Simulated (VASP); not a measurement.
## SnO2: single point with LDA

Crystal: SnO2.

```
CELL_PARAMETERS angstrom
4.71982 0.00000 0.00000
0.00000 4.72046 0.00000
0.00000 0.00000 3.18880
ATOMIC_POSITIONS crystal
Sn 0.50000 0.50000 0.50000
Sn 0.00000 0.00000 0.00000
O 0.30602 0.30613 0.00000
O 0.80602 0.19387 0.50000
O 0.19398 0.80613 0.50000
O 0.69398 0.69387 0.00000
```

- Program: VASP 6.6.1
- Task: single point
- Functional: LDA
- Potentials or basis: VASP PAW LDA potentials, release 64 (Sn_d, O)
- Cutoff: 520 eV
- k mesh: 8 × 8 × 12
- Occupations: gaussian, width 0.02 eV
- Spin: no spin polarisation
- Dipole correction: no
- Further INCAR settings: ALGO = Normal; EDIFF = 1e-07; NBANDS = 35

| Item | Value |
| --- | --- |
| Pressure | 1.4 GPa |
| Largest force | 0.027 eV/Å |
| Band gap on the k mesh | 1.21 eV |

Forces on the atoms (eV/Å):
```
Sn   0.000  0.000  0.000
Sn   0.000  0.000  0.000
O   -0.019 -0.019  0.000
O   -0.019  0.019  0.000
O    0.019 -0.019  0.000
O    0.019  0.019  0.000
```

Stress tensor (GPa, compression positive):
```
1.22 0.00 0.00
0.00 1.21 0.00
0.00 0.00 1.77
```

Levels at points of the mesh, in eV from the valence-band top:
| k point | band 22 | band 23 | band 24 | band 25 | band 26 | band 27 | band 28 | band 29 | band 30 | band 31 |
| --- | --- | --- | --- | --- | --- | --- | --- | --- | --- | --- |
| (0.00, 0.00, 0.00) | -1.28 | -1.28 | -0.81 | -0.81 | 0.00 | 1.21 | 5.97 | 6.08 | 6.08 | 10.12 |
| (0.50, 0.00, 0.00) | -2.04 | -1.24 | -1.24 | -0.65 | -0.65 | 4.37 | 4.37 | 6.84 | 6.84 | 10.85 |
| (0.00, 0.50, 0.00) | -2.04 | -1.24 | -1.24 | -0.65 | -0.65 | 4.37 | 4.37 | 6.84 | 6.84 | 10.85 |
| (0.50, 0.50, 0.00) | -2.07 | -1.36 | -1.36 | -0.92 | -0.92 | 4.76 | 4.76 | 7.34 | 7.34 | 10.85 |
| (0.00, 0.00, 0.50) | -2.71 | -1.74 | -1.74 | -1.29 | -1.29 | 6.09 | 6.09 | 9.55 | 9.55 | 10.41 |
| (0.50, 0.00, 0.50) | -1.79 | -1.14 | -1.14 | -0.72 | -0.72 | 6.38 | 6.38 | 7.92 | 7.92 | 10.78 |
| (0.00, 0.50, 0.50) | -1.79 | -1.14 | -1.14 | -0.72 | -0.72 | 6.38 | 6.38 | 7.91 | 7.91 | 10.78 |
| (0.50, 0.50, 0.50) | -2.44 | -0.99 | -0.99 | -0.85 | -0.85 | 4.74 | 4.74 | 8.65 | 8.65 | 10.78 |

Wall time 7.2 min on 1 thread of Intel Xeon 8259CL, on a shared host, peak memory 0.4 GiB.

Caveat: spin-orbit coupling is left out, which moves the levels of the heavy elements. A k mesh can miss the band edges.
